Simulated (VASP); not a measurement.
# BN (Qingsongite) (P1) in VASP: a series of runs, part 2 of 2

VASP 6.6.1. The steps go on from the part before.

## 3. Single point, PBE+D4

INCAR reads:

```
SYSTEM = BN
PREC = Accurate
ENCUT = 520
EDIFF = 1E-6
ISMEAR = 1
SIGMA = 0.05
LREAL = .FALSE.
LASPH = .TRUE.
NELM = 100
ALGO = Normal
ISIF = 2
LWAVE = .FALSE.
LCHARG = .FALSE.
GGA = PE
IVDW = 13
NBANDS = 11
```

KPOINTS reads:

```
regular mesh
0
G
  6 6 6
  0 0 0
```

POSCAR reads:

```
BN
1.0
    0.0000000000      1.8075000000      1.8075000000
    1.8075000000      0.0000000000      1.8075000000
    1.8075000000      1.8075000000      0.0000000000
B N
1 1
Direct
    0.0174100000      0.9862100000      0.9912500000
    0.2542674965      0.2636825035      0.2456425035
```

Potentials or basis: VASP PAW PBE potentials, release 64 (B, N).

Command:

```bash
$ cat potpaw_PBE.64/B/POTCAR potpaw_PBE.64/N/POTCAR > POTCAR
$ mpirun -np 1 vasp_std > vasp.out
```

It took 13 s on 1 thread of Intel Xeon 6975P-C, shared host; peak memory 0.13 GiB.

Results (log left out):

```yaml
Free_energy: -17.8688 eV
Pressure: -1.0 GPa
Largest_force: 1.685 eV/Å
Band_gap_on_the_k_mesh: 3.91 eV, indirect (least direct gap 7.95 eV)
Dispersion_energy_per_atom: -0.238 eV
```

Forces in eV/Å, atoms in the order of the input:
```
B    1.429 -0.530  0.719
N   -1.429  0.530 -0.719
```

Stress tensor (GPa, compression positive):
```
-1.26 -1.26  1.37
-1.26 -0.83 -1.73
 1.37 -1.73 -0.89
```

Levels at points of the mesh, in eV from the valence-band top:
```csv
k point,band 1,band 2,band 3,band 4,band 5,band 6,band 7,band 8
"(0.00, 0.00, 0.00)",-20.73,-1.16,-0.36,0.00,7.95,8.20,8.89,9.89
"(0.50, 0.00, 0.00)",-16.51,-11.11,-2.94,-2.01,9.10,9.76,11.07,14.58
"(0.00, 0.50, 0.00)",-16.54,-11.34,-2.54,-2.11,9.60,10.00,10.89,15.07
"(0.00, 0.00, 0.50)",-16.52,-11.21,-2.88,-1.93,9.32,9.50,11.35,14.80
"(0.50, 0.50, 0.50)",-16.50,-11.08,-2.92,-2.09,9.20,9.71,10.93,14.51
"(0.50, 0.50, 0.00)",-15.16,-9.43,-5.47,-5.27,3.92,8.64,17.27,17.80
"(0.00, 0.50, 0.50)",-15.14,-9.41,-5.65,-5.16,3.96,8.72,16.98,17.99
"(0.50, 0.00, 0.50)",-15.16,-9.43,-5.42,-5.32,3.91,8.63,17.33,17.75
```

Caveat: the k points lie up to 0.50 Å⁻¹ apart; forces of over 1 eV/Å act on the atoms, so gaps and moduli don't describe the material at rest. A k mesh can miss the band edges.

## 4. Single point, PBE+D4

INCAR reads:

```
ALGO = Normal ; EDIFF = 1E-6
ENCUT = 520 ; GGA = PE
ISIF = 2 ; ISMEAR = 1
IVDW = 13 ; LASPH = T
LCHARG = F ; LREAL = F
LWAVE = F ; NBANDS = 11
NELM = 60 ; PREC = Accurate
SIGMA = 0.05
```

KPOINTS reads:

```
k-points
0
Gamma
  6 6 6
```

Changes to POSCAR since step 3:

```diff
@@ -9,2 +9,2 @@
     0.0174100000      0.9862100000      0.9912500000
-    0.2542674965      0.2636825035      0.2456425035
+    0.2653325035      0.2526174965      0.2345774965
```

Command:

```bash
$ cat potpaw_PBE.64/B/POTCAR potpaw_PBE.64/N/POTCAR > POTCAR
$ mpirun -np 1 vasp_std > vasp.out
```

Run time: 12 s. Hardware: 1 thread of Intel Xeon 6975P-C, shared host; peak memory 0.13 GiB.

Results (log left out):

| Item | Value |
| --- | --- |
| Free energy | -17.9068 eV |
| Pressure | -1.9 GPa |
| Largest force | 0.911 eV/Å |
| Band gap on the k mesh | 4.22 eV, indirect (least direct gap 8.40 eV) |
| Dispersion energy per atom | -0.238 eV |

Forces in eV/Å, atoms in the order of the input:
```
B    0.467 -0.428  0.655
N   -0.467  0.428 -0.655
```

Stress tensor (GPa, compression positive):
```
-1.89 -0.83  0.69
-0.83 -1.88 -0.71
 0.69 -0.71 -1.94
```

Levels at points of the mesh, in eV from the valence-band top:
```csv
k point,band 2,band 3,band 4,band 5,band 6,band 7
"(0.00, 0.00, 0.00)",-0.60,-0.10,0.00,8.40,8.48,8.90
"(0.50, 0.00, 0.00)",-10.91,-2.44,-1.91,9.83,9.98,11.03
"(0.00, 0.50, 0.00)",-11.01,-2.16,-2.05,9.92,10.48,10.70
"(0.00, 0.00, 0.50)",-10.88,-2.44,-1.95,9.81,10.02,10.95
"(0.50, 0.50, 0.50)",-10.88,-2.44,-1.96,9.82,10.01,10.93
"(0.50, 0.50, 0.00)",-9.15,-5.24,-5.02,4.22,8.99,17.48
"(0.00, 0.50, 0.50)",-9.15,-5.20,-5.06,4.22,8.97,17.55
"(0.50, 0.00, 0.50)",-9.15,-5.19,-5.07,4.22,8.97,17.56
```

Caveat: the k points lie up to 0.50 Å⁻¹ apart. A k mesh can miss the band edges.

## 5. Single point, PBE+D4

This run uses another cell than the first one, of 5.93 Å³/atom, 1.005 times its volume.

INCAR reads:

```
PREC     = Accurate       # precision mode
ENCUT    = 520            # plane-wave cutoff, eV
EDIFF    = 1E-6           # SCF threshold, eV
ISMEAR   = 1              # smearing method
SIGMA    = 0.05           # smearing width, eV
LREAL    = False          # projectors in reciprocal space
LASPH    = True           # aspherical terms in the spheres
NELM     = 80             # most SCF steps
ALGO     = Normal         # electronic algorithm
ISIF     = 2              # what is computed and relaxed
LWAVE    = False          # write WAVECAR
LCHARG   = False          # write CHGCAR
GGA      = PE             # functional
IVDW     = 13             # dispersion correction
NBANDS   = 11             # bands
```

KPOINTS reads:

```
regular mesh
0
Gamma
  6 6 6
```

POSCAR reads:

```
BN
1.0
    0.0000000000      1.8105074931      1.8105074931
    1.8105074931      0.0000000000      1.8105074931
    1.8105074931      1.8105074931      0.0000000000
B N
1 1
Direct
    0.0174100000      0.9862100000      0.9912500000
    0.2598000000      0.2581500000      0.2401100000
```

Command:

```bash
$ cat potpaw_PBE.64/B/POTCAR potpaw_PBE.64/N/POTCAR > POTCAR
$ mpirun -np 1 vasp_std > vasp.out
```

Run time: 12 s. Hardware: 1 thread of Intel Xeon 6975P-C, shared host; peak memory 0.13 GiB.

Results (log left out):

| Item | Value |
| --- | --- |
| Free energy | -17.8917 eV |
| Pressure | -3.4 GPa |
| Largest force | 1.253 eV/Å |
| Band gap on the k mesh | 4.08 eV, indirect (least direct gap 8.18 eV) |
| Dispersion energy per atom | -0.237 eV |

Forces in eV/Å, atoms in the order of the input:
```
B    0.940 -0.474  0.679
N   -0.940  0.474 -0.679
```

Stress tensor (GPa, compression positive):
```
-3.52 -0.95  0.97
-0.95 -3.36 -1.09
 0.97 -1.09 -3.42
```

Levels at points of the mesh, in eV from the valence-band top:
```tsv
k point	band 1	band 2	band 3	band 4	band 5	band 6	band 7	band 8
(0.00, 0.00, 0.00)	-20.52	-0.85	-0.20	0.00	8.18	8.33	8.88	9.95
(0.50, 0.00, 0.00)	-16.32	-10.94	-2.65	-1.95	9.48	9.81	11.03	14.76
(0.00, 0.50, 0.00)	-16.34	-11.11	-2.30	-2.07	9.73	10.29	10.72	15.11
(0.00, 0.00, 0.50)	-16.33	-10.98	-2.63	-1.91	9.56	9.72	11.13	14.84
(0.50, 0.50, 0.50)	-16.32	-10.91	-2.63	-2.01	9.58	9.76	10.90	14.69
(0.50, 0.50, 0.00)	-14.97	-9.23	-5.32	-5.11	4.09	8.82	17.30	17.80
(0.00, 0.50, 0.50)	-14.97	-9.23	-5.38	-5.06	4.10	8.84	17.20	17.88
(0.50, 0.00, 0.50)	-14.97	-9.24	-5.26	-5.15	4.08	8.80	17.38	17.75
```

Caveat: the k points lie up to 0.50 Å⁻¹ apart; forces of over 1 eV/Å act on the atoms, so gaps and moduli don't describe the material at rest.

## 6. Single point, PBE+D4

This run uses another cell than the first one, of 5.88 Å³/atom, 0.995 times its volume.

INCAR reads:

```
PREC = Accurate
ENCUT = 520
EDIFF = 1E-7
ISMEAR = 1
SIGMA = 0.05
LREAL = F
LASPH = T
NELM = 100
ALGO = Normal
ISIF = 2
LWAVE = F
LCHARG = T
GGA = PE
IVDW = 13
LELF = T
LVHAR = T
NBANDS = 11
```

KPOINTS reads:

```
Automatic mesh
0
Gamma
  6 6 6
```

POSCAR reads:

```
BN
1.0
    0.0000000000      1.8044824652      1.8044824652
    1.8044824652      0.0000000000      1.8044824652
    1.8044824652      1.8044824652      0.0000000000
B N
1 1
Direct
    0.0174100000      0.9862100000      0.9912500000
    0.2598000000      0.2581500000      0.2401100000
```

Potentials or basis: VASP PAW PBE potentials, release 64 (B, N).

Command:

```bash
$ cat potpaw_PBE.64/B/POTCAR potpaw_PBE.64/N/POTCAR > POTCAR
$ mpirun -np 1 vasp_std > vasp.out
```

Wall time 13 s (1 thread of Intel Xeon 6975P-C, shared host); peak memory 0.13 GiB.

It converged, with:

```
Free energy                : -17.8928 eV
Pressure                   : 0.3 GPa
Largest force              : 1.280 eV/Å
Band gap on the k mesh     : 4.09 eV, indirect (least direct gap 8.23 eV)
Dispersion energy per atom : -0.239 eV
```

Forces on the atoms (eV/Å):
```
B    0.960 -0.484  0.694
N   -0.960  0.484 -0.694
```

Stress tensor (GPa, compression positive):
```
 0.25 -1.14  1.09
-1.14  0.43 -1.35
 1.09 -1.35  0.36
```

Levels at points of the mesh, in eV from the valence-band top:
| k point | band 2 | band 3 | band 4 | band 5 | band 6 | band 7 |
| --- | --- | --- | --- | --- | --- | --- |
| (0.00, 0.00, 0.00) | -0.85 | -0.20 | 0.00 | 8.23 | 8.38 | 8.93 |
| (0.50, 0.00, 0.00) | -11.04 | -2.67 | -1.96 | 9.56 | 9.90 | 11.09 |
| (0.00, 0.50, 0.00) | -11.20 | -2.32 | -2.09 | 9.85 | 10.35 | 10.77 |
| (0.00, 0.00, 0.50) | -11.07 | -2.66 | -1.92 | 9.64 | 9.80 | 11.20 |
| (0.50, 0.50, 0.50) | -11.01 | -2.66 | -2.03 | 9.66 | 9.85 | 10.96 |
| (0.50, 0.50, 0.00) | -9.30 | -5.37 | -5.16 | 4.10 | 8.87 | 17.46 |
| (0.00, 0.50, 0.50) | -9.30 | -5.43 | -5.11 | 4.11 | 8.89 | 17.35 |
| (0.50, 0.00, 0.50) | -9.30 | -5.31 | -5.20 | 4.09 | 8.86 | 17.53 |

Caveat: the k points lie up to 0.50 Å⁻¹ apart; forces of over 1 eV/Å act on the atoms, so gaps and moduli don't describe the material at rest.

## 7. Overview

| cell | gap on the mesh (eV) | pressure (GPa) | largest force (eV/Å) |
| --- | --- | --- | --- |
| a = 2.556 Å, angles 60.0°, 2 atoms | 4.22 | -1.9 | 0.91 |
| a = 2.560 Å, angles 60.0°, 2 atoms | 4.08 | -3.4 | 1.25 |
| a = 2.552 Å, angles 60.0°, 2 atoms | 4.09 | 0.3 | 1.28 |

Some of these runs hold the atoms at other places in the same cell, which the table doesn't show; runs alike in all that it shows share one row.

Alike in all rows: task single point; level PBE+D4; potentials or basis VASP PAW PBE potentials, release 64 (B, N); no spin polarisation; k mesh 6 × 6 × 6; cutoff (eV) 520; smearing methfessel-paxton 0.05 eV.

Caveats: all runs use coarse meshes; forces of over 1 eV/Å act on the atoms, so gaps and moduli don't describe the material at rest (some runs).

Total energies depend on the potentials used, so only differences within one code and one set of settings carry meaning.
